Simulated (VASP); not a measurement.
# BAs: single point with LDA

BAs:

```
CELL_PARAMETERS angstrom
0.00000 2.28360 2.28360
2.28360 0.00000 2.28360
2.28360 2.28360 0.00000
ATOMIC_POSITIONS crystal
B 0.00000 0.00000 0.00000
As 0.25000 0.25000 0.25000
```

| Item | Value |
| --- | --- |
| Program | VASP 6.6.1 |
| Task | single point |
| Functional | LDA |
| Potentials or basis | VASP PAW LDA potentials, release 64 (B, As_d) |
| Cutoff | 560 eV |
| k mesh | 10 × 10 × 10 |
| Occupations | gaussian, width 0.02 eV |
| Spin | no spin polarisation |
| Dipole correction | no |
| Further INCAR settings | ALGO = Normal; EDIFF = 1e-06; NBANDS = 16 |

| Quantity | Value |
| --- | --- |
| Pressure | 19.8 GPa |
| Band gap on the k mesh | 1.00 eV (least direct gap 3.44 eV) |

Levels at points of the mesh, in eV from the valence-band top:
```tsv
k point	band 5	band 6	band 7	band 8	band 9	band 10	band 11	band 12	band 13	band 14
(0.00, 0.00, 0.00)	-36.03	-16.67	0.00	0.00	0.00	3.44	3.44	3.44	6.45	10.11
(0.50, 0.00, 0.00)	-36.03	-13.30	-9.79	-2.05	-2.05	3.54	4.92	4.92	8.96	13.56
(0.50, 0.50, 0.00)	-36.02	-11.82	-9.20	-4.66	-4.66	1.22	1.25	12.62	12.62	13.93
```

It took 16 s on 1 thread of AMD EPYC 7R13 Processor (Zen 3), on a shared host, peak memory 0.12 GiB.

Caveat: the cell stands under pressure. A k mesh can miss the band edges.
